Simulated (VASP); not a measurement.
# Te2Mo in VASP: single point with PBE

Aim: the single point of Te2Mo with PBE.

Everything below comes from runs of VASP 6.6.1. Logs are shortened: lines on timing, memory, paths and dates and some standing lists are left out, and cuts for length are marked.

## (1) The cell of the first run

The typed cell holds 6 atoms: a = 3.557 Å, b = 3.557 Å, c = 15.343 Å, α = 83.34°, β = 83.34°, γ = 60.00°.

## (2) Single point, PBE

File INCAR:

```
PREC = Accurate
ENCUT = 520
EDIFF = 1E-7
ISMEAR = 0
SIGMA = 0.05
LREAL = False
LASPH = True
NELM = 100
ALGO = Normal
ISIF = 2
LWAVE = False
LCHARG = True
GGA = PE
LELF = True
LVHAR = True
NBANDS = 35
```

File KPOINTS:

```
Automatic mesh
0
Gamma
  9 9 2
```

File POSCAR:

```
Te2Mo
1.0
   -1.7785332447     -3.0805099428      0.0000000000
    1.7785332447     -3.0805099428      0.0000000000
    0.0000000000     -2.0534679279     15.2047171722
Te Mo
4 2
Direct
    0.6229729222      0.6229729222      0.1310943429
    0.1229895888      0.1229895888      0.6310943429
    0.5437104112      0.5437104112      0.3689056571
    0.0437270778      0.0437270778      0.8689056571
    0.4166916667      0.4166916667      0.7500000000
    0.2500083333      0.2500083333      0.2500000000
```

Potentials or basis: VASP PAW PBE potentials, release 64 (Te, Mo_sv).

Command:

```sh
cat potpaw_PBE.64/Te/POTCAR potpaw_PBE.64/Mo_sv/POTCAR > POTCAR
mpirun -np 1 vasp_std > vasp.out
```

OUTCAR:

```text
PREC = Accurate
   ENCUT = 520
   EDIFF = 1E-7
   ISMEAR = 0
   LREAL = False
   LASPH = True
   NELM = 100
   ISIF = 2
   GGA = PE

 ion  position               nearest neighbor table
   1  0.623  0.623  0.131-   6 2.74   6 2.74   6 2.74   3 3.62
   2  0.123  0.123  0.631-   5 2.74   5 2.74   5 2.74   4 3.62
   3  0.544  0.544  0.369-   6 2.74   6 2.74   6 2.74   1 3.62
   4  0.044  0.044  0.869-   5 2.74   5 2.74   5 2.74   2 3.62
   5  0.417  0.417  0.750-   2 2.74   2 2.74   4 2.74   4 2.74   4 2.74   2 2.74
   6  0.250  0.250  0.250-   3 2.74   3 2.74   1 2.74   1 2.74   1 2.74   3 2.74

  LATTYP: Found a trigonal (rhomboedric) cell.
 ALAT       =    15.3427557765
 COS(alpha) =     0.9731251494

  Lattice vectors:

 A1 = (   0.0000000000,  -2.0534679279,  15.2047171722)
 A2 = (   1.7785332447,   1.0270420149,  15.2047171722)
 A3 = (  -1.7785332447,   1.0270420149,  15.2047171722)

Analysis of symmetry for initial positions (statically):
=====================================================================
 Subroutine PRICEL returns:
 Original cell was already a primitive cell.

 Routine SETGRP: Setting up the symmetry group for a
 trigonal (rhombohedral) supercell.

 Subroutine GETGRP returns: Found  4 space group operations
 (whereof  2 operations were pure point group operations)
 out of a pool of 12 trial point group operations.

The static configuration has the point symmetry C_1h.
 The point group associated with its full space group is C_2h.

Analysis of symmetry for dynamics (positions and initial velocities):
=====================================================================
 Subroutine PRICEL returns:
 Original cell was already a primitive cell.

 Routine SETGRP: Setting up the symmetry group for a
 trigonal (rhombohedral) supercell.

 Subroutine GETGRP returns: Found  4 space group operations
 (whereof  2 operations were pure point group operations)
 out of a pool of 12 trial point group operations.

The dynamic configuration has the point symmetry C_1h.
 The point group associated with its full space group is C_2h.

 Subroutine INISYM returns: Found  4 space group operations
 (whereof  2 operations are pure point group operations),
 and found     1 'primitive' translations

----------------------------------------------------------------------------------------

                                     Primitive cell

  volume of cell :     166.6069

  direct lattice vectors                    reciprocal lattice vectors
    -1.778533245 -3.080509943  0.000000000    -0.281130534 -0.162310789 -0.021920829
     1.778533245 -3.080509943  0.000000000     0.281130534 -0.162310789 -0.021920829
     0.000000000 -2.053467928 15.204717172     0.000000000  0.000000000  0.065769063

  length of vectors
     3.557066489  3.557066489 15.342755777     0.325360864  0.325360864  0.065769063

  position of ions in fractional coordinates (direct lattice)
     0.622972922  0.622972922  0.131094343
     0.122989589  0.122989589  0.631094343
     0.543710411  0.543710411  0.368905657
     0.043727078  0.043727078  0.868905657
     0.416691667  0.416691667  0.750000000
     0.250008333  0.250008333  0.250000000

  ion indices of the primitive-cell ions
   primitive index   ion index
                 1           1
                 2           2
                 3           3
                 4           4
                 5           5
                 6           6

----------------------------------------------------------------------------------------

 KPOINTS: Automatic mesh

Automatic generation of k-mesh.
 Grid dimensions read from file:
 generate k-points for:    9    9    2

 Generating k-lattice:

  Cartesian coordinates                     Fractional coordinates (reciprocal lattice)
    -0.031236726 -0.018034532 -0.002435648     0.111111111  0.000000000 -0.000000000
     0.031236726 -0.018034532 -0.002435648     0.000000000  0.111111111 -0.000000000
     0.000000000  0.000000000  0.032884531     0.000000000  0.000000000  0.500000000

  Length of vectors
     0.036151207  0.036151207  0.032884531

  Shift w.r.t. Gamma in fractional coordinates (k-lattice)
     0.000000000  0.000000000  0.000000000

 -----------------------------------------------------------------------------
|                                                                             |
|           W    W    AA    RRRRR   N    N  II  N    N   GGGG   !!!           |
|           W    W   A  A   R    R  NN   N  II  NN   N  G    G  !!!           |
|           W    W  A    A  R    R  N N  N  II  N N  N  G       !!!           |
|           W WW W  AAAAAA  RRRRR   N  N N  II  N  N N  G  GGG   !            |
|           WW  WW  A    A  R   R   N   NN  II  N   NN  G    G                |
|           W    W  A    A  R    R  N    N  II  N    N   GGGG   !!!           |
|                                                                             |
|     Your reciprocal lattice and k-lattice belong to different lattice       |
|     classes:                                                                |
|                                                                             |
|        The reciprocal lattice is rhombohedral (trigonal),                   |
|        whereas your k-lattice is base-centered monoclinic.                  |
|                                                                             |
|     Results are often still useful ...                                      |
|                                                                             |
 -----------------------------------------------------------------------------

 WARNING: IBZKPT: internal override: KBLOWUP is changed to .FALSE.
      ... skipping the blow-up phase ...

 Subroutine IBZKPT returns following result:
 ===========================================

 Found     50 irreducible k-points:

 Following reciprocal coordinates:
            Coordinates               Weight
  0.000000  0.000000  0.000000      1.000000
  0.111111  0.000000 -0.000000      4.000000
  0.222222  0.000000  0.000000      4.000000
  0.333333  0.000000 -0.000000      4.000000
  0.444444  0.000000  0.000000      4.000000
  0.111111  0.111111 -0.000000      2.000000
[... 16 lines left out ...]
 -0.333333  0.333333  0.000000      2.000000
  0.444444  0.444444  0.000000      2.000000
 [... further k-points ...]
   k-points           NKPTS =     50   k-points in BZ     NKDIM =     50   number of bands    NBANDS=     35
   number of dos      NEDOS =    301   number of ions     NIONS =      6
   total plane-waves  NPLWV =  94080
   dimension x,y,z NGX =    28 NGY =   28 NGZ =  120
   dimension x,y,z NGXF=    56 NGYF=   56 NGZF=  240
   ions per type =               4   2
   NGX,Y,Z   is equivalent  to a cutoff of  13.09, 13.09, 13.00 a.u.
   NGXF,Y,Z  is equivalent  to a cutoff of  26.17, 26.17, 26.01 a.u.
 SYSTEM =  unknown system
   PREC   = accura    normal or accurate (medium, high low for compatibility)
   ISTART =      0    job   : 0-new  1-cont  2-samecut
   ICHARG =      2    charge: 1-file 2-atom 10-const
   ISPIN  =      1    spin polarized calculation?
   LNONCOLLINEAR =      F non collinear calculations
   LSORBIT =      F    spin-orbit coupling
   LASPH  =      T    aspherical Exc in radial PAW
   ENCUT  =  520.0 eV  38.22 Ry    6.18 a.u.   6.61  6.61 28.53*2*pi/ulx,y,z
   NELM   =    100;   NELMIN=  2; NELMDL= -5     # of ELM steps
   EDIFF  = 0.1E-06   stopping-criterion for ELM
   LREAL  =      F    real-space projection
   EDIFFG = 0.1E-05   stopping-criterion for IOM
   NSW    =      0    number of steps for IOM
   IBRION =     -1    ionic relax: 0-MD 1-quasi-New 2-CG
   NFREE  =      0    steps in history (QN), initial steepest desc. (CG)
   ISIF   =      2    stress and relaxation
   ISYM   =      2    0-nonsym 1-usesym 2-fastsym
   POTIM  = 0.5000    time-step for ionic-motion
   TEBEG  =    0.0;   TEEND  =   0.0 temperature during run
   PSTRESS=    0.0 pullay stress
   NELECT =      52.0000    total number of electrons
   NUPDOWN=      -1.0000    fix difference up-down
   EMIN   =  10.00;   EMAX   =-10.00  energy-range for DOS
   EFERMI =   0.00;   METHOD = LEGACY
   ISMEAR =     0;   SIGMA  =   0.05  broadening in eV -4-tet -1-fermi 0-gaus
   EFERMI_NEDOS =   21; number of points for ismear=-14 and -15
   IALGO  =     38    algorithm
   IMIX   =      4    mixing-type and parameters
     AMIX     =   0.40;   BMIX     =  1.00
     AMIX_MAG =   1.60;   BMIX_MAG =  1.00
  volume/ion in A,a.u.               =      27.77       187.39
  Fermi-wavevector in a.u.,A,eV,Ry     =   1.110482  2.098507 16.778308  1.233171
  Thomas-Fermi vector in A             =   2.247034
   LORBIT       =      0    0 simple, 1 ext, 2 COOP (PROOUT), +10 PAW based schemes
   GGA     = PE    functional components
   LHFCALC =     F    Hartree Fock is set to
   AEXX    =    0.0000 exact exchange contribution
   IVDW    =     0    specifies the selected vdW correction
   LEPSILON=     F    determine dielectric tensor
   LRPA    =     F    only Hartree local field effects (RPA)
 non-spin polarized calculation
 Gauss-broadening in eV      SIGMA  =   0.05
  energy-cutoff  :      520.00
  volume of cell :      166.61
 maximum number of plane-waves:      4538
   NGX = 13   NGY = 13   NGZ = 57

 number of electron      51.9999999 magnetization

 Free energy of the ion-electron system (eV)
  ---------------------------------------------------
  ext. energy  EPLUGINS =         0.00000000
  ---------------------------------------------------
  free energy    TOTEN  =       -36.06091890 eV

  energy without entropy =      -36.06091890  energy(sigma->0) =      -36.06091890

 E-fermi :   7.1017     XC(G=0):  -9.7808

 val. band max:        6.7096265068   @ k =  -0.3333   0.3333   0.0000
 cond. band min:       7.7534368479   @ k =  -0.3333   0.3333   0.0000
 fundamental gap:      1.0438103412
 Fermi energy:         7.1016891727

 k-point     1 :       0.0000    0.0000    0.0000
  band No.  band energies     occupation
      1     -54.0021      2.00000
      2     -54.0020      2.00000
      3     -28.1471      2.00000
      4     -28.1471      2.00000
      5     -28.0447      2.00000
      6     -28.0447      2.00000
[... 27 lines left out ...]
     34      10.0312      0.00000
     35      11.9009      0.00000

 k-point     2 :       0.1111    0.0000   -0.0000
  band No.  band energies     occupation
      1     -54.0011      2.00000
      2     -54.0011      2.00000
      3     -28.1442      2.00000
      4     -28.1442      2.00000
      5     -28.0581      2.00000
      6     -28.0581      2.00000
[... 27 lines left out ...]
     34       9.8947      0.00000
     35      12.3862      0.00000

 k-point     3 :       0.2222    0.0000    0.0000
  band No.  band energies     occupation
      1     -53.9986      2.00000
      2     -53.9986      2.00000
      3     -28.1368      2.00000
      4     -28.1368      2.00000
      5     -28.0920      2.00000
      6     -28.0920      2.00000
[... 27 lines left out ...]
     34      10.1315      0.00000
     35      12.5967      0.00000

 k-point     4 :       0.3333    0.0000   -0.0000
  band No.  band energies     occupation
      1     -53.9958      2.00000
      2     -53.9958      2.00000
      3     -28.1303      2.00000
      4     -28.1303      2.00000
      5     -28.1284      2.00000
      6     -28.1283      2.00000
[... 27 lines left out ...]
     34      10.2764      0.00000
     35      11.9601      0.00000

 k-point     5 :       0.4444    0.0000    0.0000
  band No.  band energies     occupation
      1     -53.9940      2.00000
      2     -53.9940      2.00000
      3     -28.1551      2.00000
      4     -28.1551      2.00000
      5     -28.1228      2.00000
      6     -28.1228      2.00000
[... 638 lines left out ...]
 k-point    22 :      -0.4444    0.3333   -0.0000
  band No.  band energies     occupation
      1     -53.9932      2.00000
      2     -53.9932      2.00000
      3     -28.1418      2.00000
      4     -28.1418      2.00000
      5     -28.1204      2.00000
      6     -28.1204      2.00000
[... 27 lines left out ...]
     34      10.4273      0.00000
     35      11.4392      0.00000

 k-point    23 :      -0.3333    0.3333    0.0000
  band No.  band energies     occupation
      1     -53.9927      2.00000
      2     -53.9927      2.00000
      3     -28.1313      2.00000
      4     -28.1313      2.00000
      5     -28.1189      2.00000
      6     -28.1189      2.00000
[... 27 lines left out ...]
     34      10.5976      0.00000
     35      11.4309      0.00000

 k-point    24 :       0.4444    0.4444    0.0000
  band No.  band energies     occupation
      1     -53.9940      2.00000
      2     -53.9940      2.00000
      3     -28.1551      2.00000
      4     -28.1551      2.00000
      5     -28.1228      2.00000
      6     -28.1228      2.00000
[... 27 lines left out ...]
     34      10.4290      0.00000
     35      10.8169      0.00000

 [... further k-points ...]
[... 5 lines left out ...]
  --------------------------------------------------------------------------------------
  -------------------------------------------------------------------------------------
  Total        0.0330862      0.0327449      0.2500162      0.0000000     -0.0001744      0.0000000
  in kB        0.3181739      0.3148916      2.4042839      0.0000000     -0.0016772      0.0000000
  external PRESSURE =       1.0124498 kB  Pullay stress =       0.0000000 kB

 VOLUME and BASIS-vectors are now :
 -----------------------------------------------------------------------------
  energy-cutoff  :      520.00
  volume of cell :      166.61
      direct lattice vectors                 reciprocal lattice vectors
    -1.778533245 -3.080509943  0.000000000    -0.281130534 -0.162310789 -0.021920829
     1.778533245 -3.080509943  0.000000000     0.281130534 -0.162310789 -0.021920829
     0.000000000 -2.053467928 15.204717172     0.000000000  0.000000000  0.065769063

 POSITION                                       TOTAL-FORCE (eV/Angst)
 -----------------------------------------------------------------------------------
      0.00000     -4.10735      1.99325         0.000000     -0.000050      0.023140
      0.00000     -2.05367      9.59561         0.000000     -0.000110     -0.015597
      0.00000     -4.10735      5.60911         0.000000      0.000110      0.015597
      0.00000     -2.05367     13.21146         0.000000      0.000050     -0.023140
      0.00000     -4.10735     11.40354         0.000000      0.000052      0.006140
      0.00000     -2.05367      3.80118         0.000000     -0.000052     -0.006140
 -----------------------------------------------------------------------------------
    total drift:                               -0.000000      0.000006      0.000000

  FREE ENERGIE OF THE ION-ELECTRON SYSTEM (eV)
  ---------------------------------------------------
  free  energy   TOTEN  =       -36.0609189000 eV

  energy  without entropy=      -36.0609189000  energy(sigma->0) =      -36.06091890
```

It took 6.4 min on 1 thread of AMD EPYC 7R43 (Zen 3), shared host; peak memory 0.41 GiB.

What came out:

```yaml
Free_energy: -36.0609 eV
Pressure: 0.1 GPa
Largest_force: 0.023 eV/Å
Band_gap_on_the_k_mesh: 1.04 eV
```

Forces on the atoms (eV/Å):
```
Te   0.000  0.000  0.023
Te   0.000  0.000 -0.016
Te   0.000  0.000  0.016
Te   0.000  0.000 -0.023
Mo   0.000  0.000  0.006
Mo   0.000  0.000 -0.006
```

Levels at points of the mesh, in eV from the valence-band top:
| k point | band 23 | band 24 | band 25 | band 26 | band 27 | band 28 | band 29 | band 30 |
| --- | --- | --- | --- | --- | --- | --- | --- | --- |
| (0.00, 0.00, 0.00) | -0.89 | -0.85 | -0.75 | -0.09 | 2.98 | 2.98 | 3.04 | 3.04 |
| (0.00, 0.00, 0.50) | -0.90 | -0.90 | -0.23 | -0.23 | 3.00 | 3.00 | 3.02 | 3.02 |

Caveat: spin-orbit coupling is left out, which moves the levels of the heavy elements; an odd mesh through Γ misses points on the zone boundary, where band edges can lie.
